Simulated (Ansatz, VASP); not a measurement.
# B in VASP and in Ansatz

```
CELL_PARAMETERS angstrom
2.22093 0.00000 0.00000
-1.11047 1.92338 0.00000
0.00000 0.00000 10.81594
ATOMIC_POSITIONS crystal
B 0.66667 0.33333 0.83063
B 0.33333 0.66667 0.66813
B 0.66667 0.33333 0.16813
B 0.33333 0.66667 0.00157
B 0.66667 0.33333 0.50157
B 0.33333 0.66667 0.33063
```

Alike in both runs: task single point; functional PBE; k mesh 12 × 12 × 2; occupations gaussian, width 0.1 eV; no spin polarisation.

|  | VASP | Ansatz |
| --- | --- | --- |
| version | VASP 6.6.1 | Ansatz 0.2.0 |
| potentials or method | VASP PAW PBE potentials, release 64 (B), cutoff 520 eV | scalar-relativistic, plane waves, PAW |
| valence electrons in the cell | 18 | 18 |

|  | VASP | Ansatz | Ansatz less VASP |
| --- | --- | --- | --- |
| gap on the k mesh at the Fermi level (eV) | none | none | - |
| rms of the force components (eV/Å) | 0.058 | 0.059 | +0.0007 |

Atom by atom the forces differ by 0.001 eV/Å (rms over components). A gap of «none» marks a metal or a gap that the smearing closes.
